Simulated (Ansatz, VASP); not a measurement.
Given: the input of a run of VASP 6.6.1 on WS2.

The input INCAR:

```
  ALGO = Normal
  EDIFF = 1E-6
  ENCUT = 520
  GGA = CA
  ISIF = 2
  ISMEAR = -1
  LASPH = T
  LCHARG = F
  LREAL = F
  LWAVE = F
  NBANDS = 20
  NELM = 80
  PREC = Accurate
  SIGMA = 0.05
```

The input KPOINTS:

```
k-points
0
Gamma
  10 10 10
```

File POSCAR:

```
WS2
1.0
    1.5467664657      0.8930260354      6.0375157167
   -1.5467664657      0.8930260354      6.0375157167
    0.0000000000     -1.7860520706      6.0375157167
W S
1 2
Direct
    0.0000000000      0.0000000000      0.0000000000
    0.5810000000      0.5810000000      0.5810000000
    0.7503000000      0.7503000000      0.7503000000
```

Potentials or basis: VASP PAW LDA potentials, release 64 (W_sv, S).

Command:

```bash
$ cat potpaw_LDA.64/W_sv/POTCAR potpaw_LDA.64/S/POTCAR > POTCAR
$ mpirun -np 1 vasp_std > vasp.out
```

Problem. Translate it to Ansatz 0.2.0. Potentials there: all-electron LAPW, scalar-relativistic.

Solution. As run (the cutoff follows the program's own potentials):

Contents of input.yaml:

```yaml
crystal:
  lattice:
    - [1.5467664657, 0.8930260354, 6.0375157167]
    - [-1.5467664657, 0.8930260354, 6.0375157167]
    - [0.0, -1.7860520706, 6.0375157167]
  atoms:
    - { symbol: W, position: [0.0, 0.0, 0.0] }
    - { symbol: S, position: [0.581, 0.581, 0.581] }
    - { symbol: S, position: [0.7503, 0.7503, 0.7503] }
kpoints:
  mp_grid: { grid: [10, 10, 10] }
scf:
  occupations: { method: fermi_dirac, width: 0.05 }
hamiltonian:
  xc: lda
  pseudopotentials: { kind: all_electron, lapw: { basis_error: 0.002 } }
output:
  forces: true
  stress: true
  eigenvalues: true
```

Potentials or basis: all-electron LAPW, scalar-relativistic.

Run with:

```bash
$ ansatz run input.yaml --threads 2 --pin off --max-ram 8192MiB --backend cpu --events-out ev --progress --plain --runs-dir out
```

Both were run:

|  | VASP | Ansatz | Ansatz less VASP |
| --- | --- | --- | --- |
| gap on the k mesh at the Fermi level (eV) | 0.92 | 0.91 | -0.007 |
| least direct gap on the mesh (eV) | 2.37 | 2.37 | -0.006 |
| pressure (GPa) | 8.3 | 7.8 | -0.46 |
| traceless stress, the component that is largest in VASP (GPa) | 1.01 | 0.99 | -0.028 |
| rms of the force components (eV/Å) | 0.528 | 0.505 | -0.0222 |

LDA's correlation is that of Perdew and Zunger in VASP and of Perdew and Wang (1992) in Ansatz. Atom by atom the forces differ by 0.026 eV/Å (rms over components). Ansatz ran all-electron here, and VASP with PAW potentials.

Neither program's run includes spin-orbit coupling.
